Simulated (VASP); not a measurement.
Crystal: C.

```
C
1.0
     0.00000    1.87582    1.59445
     1.87582    0.00000    1.59445
     1.87582    1.87582    0.00000
C
2
Direct
  0.50000 0.50000 0.50000
  0.75000 0.75000 0.75000
```

This cell differs from its parent crystal: ratio of the length along z to the lengths across it x 0.85, volume and fractional coordinates fixed.

Base run:

```yaml
Program: VASP 6.6.1
Functional: PBEsol
Potentials_or_basis: VASP PAW PBE potentials, release 64 (C)
Cutoff: 520 eV
k_mesh: 12 × 12 × 12
Occupations: gaussian, width 0.05 eV
Spin: no spin polarisation
```

Its results: band gap on the k mesh 0.16 eV, indirect (least direct gap 3.13 eV); pressure 1.3 GPa.

The run is repeated on the same cell with these changes: potentials or basis from VASP PAW PBE potentials, release 64 (C) to VASP PAW PBE potentials, release 64 (C_h); cutoff from 520 eV to 910 eV. What comes out?

Band gap on the k mesh 0.16 eV, indirect (least direct gap 3.14 eV); pressure 0.2 GPa.

Caveats: the PAW data sets were made with another functional, which shifts forces and pressure a little; the cutoff is under 1.25 times the usual one of these potentials, so pressure, stress and relaxed cells hold a basis-set (Pulay) error (some runs).

A k mesh can miss the band edges.
